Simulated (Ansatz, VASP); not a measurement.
# ZnH: VASP beside Ansatz

INCAR

```
  PREC = Accurate
  ENCUT = 600
  EDIFF = 1E-7
  ISMEAR = 0
  SIGMA = 0.1
  LREAL = False
  LASPH = True
  NELM = 80
  ALGO = Normal
  ISIF = 3
  LWAVE = False
  LCHARG = False
  GGA = PE
  IBRION = 2
  NSW = 90
  EDIFFG = -0.04
```

File KPOINTS:

```
Automatic mesh
0
Gamma
  6 6 6
```

Contents of POSCAR:

```
ZnH
1.0
    2.9480170800      0.0000000000      0.0000000000
    0.0000000000      2.9480170800      0.0000000000
    0.0000000000      0.0000000000      2.9480170800
Zn H
1 1
Direct
    0.5000000000      0.5000000000      0.5000000000
    0.0000000000      0.0000000000      0.0000000000
```

Input for Ansatz:

```yaml
crystal:
  lattice:
    - [2.94801708, 0.0, 0.0]
    - [0.0, 2.94801708, 0.0]
    - [0.0, 0.0, 2.94801708]
  atoms:
    - { symbol: Zn, position: [0.5, 0.5, 0.5] }
    - { symbol: H, position: [0.0, 0.0, 0.0] }
basis:
  ecutwfc: 420
kpoints:
  mp_grid: { grid: [6, 6, 6] }
hamiltonian:
  xc: pbe
scf:
  occupations: { method: gaussian, width: 0.1 }
  lower_state_search: "off"
output:
  forces: true
  stress: true
  eigenvalues: true
relax:
  adjacent_minimum: "off"
  f_tol: 0.04
  max_steps: 70
  cell: { stress_tol: 0.4 }
```

Alike in both runs: task relaxation of cell and atoms; functional PBE; k mesh 6 × 6 × 6; occupations gaussian, width 0.1 eV; no spin polarisation.

|  | VASP | Ansatz |
| --- | --- | --- |
| version | VASP 6.6.1 | Ansatz 0.2.0 |
| potentials or method | VASP PAW PBE potentials, release 64 (Zn, H), cutoff 600 eV | scalar-relativistic, plane waves, PAW |
| valence electrons in the cell | 13 | 13 |

```csv
,VASP,Ansatz,Ansatz less VASP
"gap on the k mesh at the Fermi level, each at its own relaxed structure (eV)",none,none,-
relaxed volume (Å³/atom),9.96,10.00,+0.037
relaxed cell length with the largest relative difference (Å),2.711,2.714,+0.0033
```

A gap of «none» marks a metal or a gap that the smearing closes.

Noted on VASP's run: the volume moved by over 15 % at a fixed basis, so the end points are rough.
